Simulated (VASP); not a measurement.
# LiAl2BrN6 in VASP: a series of runs

The runs below take LiAl2BrN6 through single point, with PBE.

Program: VASP 6.6.1. These are calculated values, not measurements. Logs are shortened: lines on timing, memory, paths and dates and some standing lists are left out, and cuts for length are marked.

## Step 1: The cell of the first run

The typed cell holds 10 atoms: a = 5.219 Å, b = 5.219 Å, c = 7.324 Å, α = 90.00°, β = 90.00°, γ = 120.00°.

## Step 2: Single point, PBE

Input file INCAR:

```
SYSTEM = LiAl2BrN6
PREC = Accurate ; ENCUT = 520
EDIFF = 1E-6 ; ISMEAR = -1
SIGMA = 0.1 ; LREAL = .False.
LASPH = .True. ; NELM = 80
ALGO = Normal ; ISIF = 2
LWAVE = .False. ; LCHARG = .False.
GGA = PE ; NBANDS = 34
```

Input file KPOINTS:

```
regular mesh
0
Gamma
  4 4 3
  0 0 0
```

Input file POSCAR:

```
LiAl2BrN6
1.0
    5.2189590000      0.0000000000      0.0000000000
   -2.6094790000      4.5197540000      0.0000000000
    0.0000000000      0.0000000000      7.3235780000
Li Al N Br
1 2 6 1
Direct
    0.0000000000      0.0000000000      0.0000000000
    0.3333000000      0.6667000000      0.0000000000
    0.6667000000      0.3333000000      0.0000000000
    0.0000000000      0.6361500000      0.1334000000
    0.3638500000      0.3638500000      0.1334000000
    0.6361500000      0.0000000000      0.1334000000
    0.3638500000      0.0000000000      0.8666000000
    0.6361500000      0.6361500000      0.8666000000
    0.0000000000      0.3638500000      0.8666000000
    0.0000000000      0.0000000000      0.5000000000
```

Potentials or basis: VASP PAW PBE potentials, release 64 (Li_sv, Al, N, Br).

On the command line:

```console
$ cat potpaw_PBE.64/Li_sv/POTCAR potpaw_PBE.64/Al/POTCAR potpaw_PBE.64/N/POTCAR potpaw_PBE.64/Br/POTCAR > POTCAR
$ mpirun -np 1 vasp_std > vasp.out
```

OUTCAR:

```text
SYSTEM = LiAl2BrN6
   PREC = Accurate
   ENCUT = 520
   EDIFF = 1E-6
   ISMEAR = -1
   LREAL = .False.
   LASPH = .True.
   NELM = 80
   ISIF = 2
   GGA = PE

 ion  position               nearest neighbor table
   1  0.000  0.000  0.000-   6 2.14   7 2.14   4 2.14   9 2.14   8 2.14   5 2.14
   2  0.333  0.667  0.000-   4 1.93   7 1.93   9 1.93   6 1.93   8 1.93   5 1.93   3 3.01   3 3.01
                             3 3.01
   3  0.667  0.333  0.000-   9 1.93   6 1.93   4 1.93   7 1.93   5 1.93   8 1.93   2 3.01   2 3.01
                             2 3.01
   4  0.000  0.636  0.133-   2 1.93   3 1.93   1 2.14
   5  0.364  0.364  0.133-   3 1.93   2 1.93   1 2.14
   6  0.636  0.000  0.133-   3 1.93   2 1.93   1 2.14
   7  0.364  0.000  0.867-   2 1.93   3 1.93   1 2.14
   8  0.636  0.636  0.867-   2 1.93   3 1.93   1 2.14
   9  0.000  0.364  0.867-   3 1.93   2 1.93   1 2.14
  10  0.000  0.000  0.500-

  LATTYP: Found a hexagonal cell.
 ALAT       =     5.2189590000
 C/A-ratio  =     1.4032641375

  Lattice vectors:

 A1 = (   5.2189590000,   0.0000000000,   0.0000000000)
 A2 = (  -2.6094790000,   4.5197540000,   0.0000000000)
 A3 = (   0.0000000000,   0.0000000000,   7.3235780000)

Analysis of symmetry for initial positions (statically):
=====================================================================
 Subroutine PRICEL returns:
 Original cell was already a primitive cell.

 Routine SETGRP: Setting up the symmetry group for a
 hexagonal supercell.

 Subroutine GETGRP returns: Found  4 space group operations
 (whereof  4 operations were pure point group operations)
 out of a pool of 24 trial point group operations.

The static configuration has the point symmetry C_2h.

Analysis of symmetry for dynamics (positions and initial velocities):
=====================================================================
 Subroutine PRICEL returns:
 Original cell was already a primitive cell.

 Routine SETGRP: Setting up the symmetry group for a
 hexagonal supercell.

 Subroutine GETGRP returns: Found  4 space group operations
 (whereof  4 operations were pure point group operations)
 out of a pool of 24 trial point group operations.

The dynamic configuration has the point symmetry C_2h.

 Subroutine INISYM returns: Found  4 space group operations
 (whereof  4 operations are pure point group operations),
 and found     1 'primitive' translations

[... 109 lines left out ...]
   ISYM   =      2    0-nonsym 1-usesym 2-fastsym
   POTIM  = 0.5000    time-step for ionic-motion
   TEBEG  =    0.0;   TEEND  =   0.0 temperature during run
   PSTRESS=    0.0 pullay stress
   NELECT =      46.0000    total number of electrons
   NUPDOWN=      -1.0000    fix difference up-down
   EMIN   =  10.00;   EMAX   =-10.00  energy-range for DOS
   EFERMI =   0.00;   METHOD = LEGACY
   ISMEAR =    -1;   SIGMA  =   0.10  broadening in eV -4-tet -1-fermi 0-gaus
   EFERMI_NEDOS =   21; number of points for ismear=-14 and -15
   IALGO  =     38    algorithm
   IMIX   =      4    mixing-type and parameters
     AMIX     =   0.40;   BMIX     =  1.00
     AMIX_MAG =   1.60;   BMIX_MAG =  1.00
  volume/ion in A,a.u.               =      17.28       116.58
  Fermi-wavevector in a.u.,A,eV,Ry     =   1.053222  1.990302 15.092637  1.109278
  Thomas-Fermi vector in A             =   2.188336
   LORBIT       =      0    0 simple, 1 ext, 2 COOP (PROOUT), +10 PAW based schemes
   GGA     = PE    functional components
   LHFCALC =     F    Hartree Fock is set to
   AEXX    =    0.0000 exact exchange contribution
   IVDW    =     0    specifies the selected vdW correction
   LEPSILON=     F    determine dielectric tensor
   LRPA    =     F    only Hartree local field effects (RPA)
 non-spin polarized calculation
  energy-cutoff  :      520.00
  volume of cell :      172.75
 maximum number of plane-waves:      4664
 NGX is ok and might be reduce to    40
   NGX = 19   NGY = 19   NGZ = 27

 number of electron      45.9999999 magnetization

 Free energy of the ion-electron system (eV)
  ---------------------------------------------------
  ext. energy  EPLUGINS =         0.00000000
  ---------------------------------------------------
  free energy    TOTEN  =       -46.83495551 eV

  energy without entropy =      -46.55504110  energy(sigma->0) =      -46.69499830

 E-fermi :  -0.4910     XC(G=0):  -8.0954

 val. band max:       -0.5412604532   @ k =  -0.2500   0.0000   0.3333
 cond. band min:      -0.4796683154   @ k =   0.2500   0.2500   0.3333
 fundamental gap:      0.0615921378
 Fermi energy:        -0.4910133741

 k-point     1 :       0.0000    0.0000    0.0000
  band No.  band energies     occupation
      1     -43.7473      2.00000
      2     -15.7692      2.00000
      3     -13.4501      2.00000
      4     -13.4494      2.00000
      5     -13.4213      2.00000
      6     -12.9154      2.00000
[... 618 lines left out ...]
     33       9.8711      0.00000
     34      10.2502      0.00000

------------------------ aborting loop because EDIFF is reached ----------------------------------------

  FORCE on cell =-STRESS in cart. coord.  units (eV):
  Direction    XX          YY          ZZ          XY          YZ          ZX
  --------------------------------------------------------------------------------------
  -------------------------------------------------------------------------------------
  Total        4.2683031      4.2738466    -13.4444922      0.0047965     -0.0005859     -0.0003383
  in kB       39.5862019     39.6376153   -124.6903928      0.0444852     -0.0054336     -0.0031371
  external PRESSURE =     -15.1555252 kB  Pullay stress =       0.0000000 kB

 VOLUME and BASIS-vectors are now :
 -----------------------------------------------------------------------------
  energy-cutoff  :      520.00
  volume of cell :      172.75
      direct lattice vectors                 reciprocal lattice vectors
     5.218959000  0.000000000  0.000000000     0.191609093  0.110625469  0.000000000
    -2.609479000  4.519754000  0.000000000     0.000000000  0.221250980  0.000000000
     0.000000000  0.000000000  7.323578000     0.000000000  0.000000000  0.136545279

 POSITION                                       TOTAL-FORCE (eV/Angst)
 -----------------------------------------------------------------------------------
      0.00000      0.00000      0.00000        -0.000000      0.000000      0.000000
     -0.00026      3.01332      0.00000         0.005458     -0.003151      0.000000
      2.60974      1.50643      0.00000        -0.005458      0.003151      0.000000
     -1.66002      2.87524      0.97697         0.114448     -0.200900     -1.307389
      0.94946      1.64451      0.97697         0.116705      0.202139     -1.310980
      3.32004      0.00000      0.97697        -0.231208     -0.001335     -1.307389
      1.89892      0.00000      6.34661         0.231208      0.001335      1.307389
      1.66002      2.87524      6.34661        -0.116705     -0.202139      1.310980
     -0.94946      1.64451      6.34661        -0.114448      0.200900      1.307389
      0.00000      0.00000      3.66179        -0.000000      0.000000      0.000000
 -----------------------------------------------------------------------------------
    total drift:                                0.000000     -0.000000     -0.000000

  FREE ENERGIE OF THE ION-ELECTRON SYSTEM (eV)
  ---------------------------------------------------
  free  energy   TOTEN  =       -46.8349555061 eV

  energy  without entropy=      -46.5550411016  energy(sigma->0) =      -46.69499830
```

OSZICAR:

```text
N       E                     dE             d eps       ncg     rms          rms(c)
DAV:   1     0.257219396580E+03    0.25722E+03   -0.19917E+04  1156   0.120E+03
[... 15 lines left out ...]
DAV:  17    -0.468357304567E+02    0.29919E-02   -0.37287E-03  1370   0.198E-01    0.191E-01
DAV:  18    -0.468357228260E+02    0.76307E-05   -0.34204E-04  1394   0.732E-02    0.186E-01
DAV:  19    -0.468349854289E+02    0.73740E-03   -0.12946E-03  1528   0.823E-02    0.499E-02
DAV:  20    -0.468349594418E+02    0.25987E-04   -0.22912E-04  1476   0.399E-02    0.242E-02
DAV:  21    -0.468349599581E+02   -0.51629E-06   -0.54767E-05  1382   0.203E-02    0.230E-02
DAV:  22    -0.468349564172E+02    0.35409E-05   -0.41798E-05  1210   0.149E-02    0.136E-02
DAV:  23    -0.468349555061E+02    0.91105E-06   -0.13787E-06  1000   0.516E-03
   1 F= -.46834956E+02 E0= -.46694998E+02  d E =-.279914E+00
```

It took 91 s on 1 thread of Intel Xeon 6975P-C (Granite Rapids), shared host; peak memory 0.32 GiB.

What came out:

| Item | Value |
| --- | --- |
| Free energy | -46.8350 eV |
| Largest force | 1.332 eV/Å |
| Band gap on the k mesh | zero (band 23 reaches -0.15 eV, above the bottom of band 24 at -0.55 eV) |

Forces on the atoms (eV/Å):
```
Li   0.000  0.000  0.000
Al   0.005 -0.003  0.000
Al  -0.005  0.003  0.000
N    0.114 -0.201 -1.307
N    0.117  0.202 -1.311
N   -0.231 -0.001 -1.307
N    0.231  0.001  1.307
N   -0.117 -0.202  1.311
N   -0.114  0.201  1.307
Br   0.000  0.000  0.000
```

Caveat: the cutoff is under 1.25 times the usual one of these potentials, so pressure, stress and relaxed cells hold a basis-set (Pulay) error; forces of over 1 eV/Å act on the atoms, so gaps and moduli don't describe the material at rest.

## Step 3: Single point, PBE

Input file INCAR:

```
PREC = Accurate
ENCUT = 520
EDIFF = 1E-7
ISMEAR = -1
SIGMA = 0.1
LREAL = F
LASPH = T
NELM = 80
ALGO = Normal
ISIF = 2
LWAVE = F
LCHARG = F
GGA = PE
NBANDS = 34
```

Input file KPOINTS:

```
Automatic mesh
0
Gamma
  4 4 3
```

POSCAR is that of step 2.

Potentials or basis: VASP PAW PBE potentials, release 64 (Li_sv, Al, N, Br).

On the command line:

```console
$ cat potpaw_PBE.64/Li_sv/POTCAR potpaw_PBE.64/Al/POTCAR potpaw_PBE.64/N/POTCAR potpaw_PBE.64/Br/POTCAR > POTCAR
$ mpirun -np 1 vasp_std > vasp.out
```

Wall time 1.7 min (1 thread of Intel Xeon 6975P-C (Granite Rapids), shared host); peak memory 0.32 GiB.

Results (log left out):

| Quantity | Value |
| --- | --- |
| Free energy | -46.8350 eV |
| Largest force | 1.332 eV/Å |
| Band gap on the k mesh | zero (band 23 reaches -0.15 eV, above the bottom of band 24 at -0.55 eV) |

Forces in eV/Å, atoms in the order of the input:
```
Li   0.000  0.000  0.000
Al   0.005 -0.003  0.000
Al  -0.005  0.003  0.000
N    0.115 -0.201 -1.308
N    0.117  0.202 -1.311
N   -0.232 -0.001 -1.308
N    0.232  0.001  1.308
N   -0.117 -0.202  1.311
N   -0.115  0.201  1.308
Br   0.000  0.000  0.000
```

Levels at points of the mesh, in eV from the Fermi level:
```
           k point  band 20  band 21  band 22  band 23  band 24  band 25  band 26  band 27
(0.00, 0.00, 0.00)    -0.48    -0.48    -0.41     0.34     0.34     0.40     0.40     0.81
(0.50, 0.00, 0.00)    -0.62    -0.48    -0.26    -0.20    -0.06     0.34     0.35     0.58
(0.50, 0.50, 0.00)    -0.62    -0.48    -0.26    -0.20    -0.06     0.34     0.35     0.58
```

Caveat: the cutoff is under 1.25 times the usual one of these potentials, so pressure, stress and relaxed cells hold a basis-set (Pulay) error; forces of over 1 eV/Å act on the atoms, so gaps and moduli don't describe the material at rest.
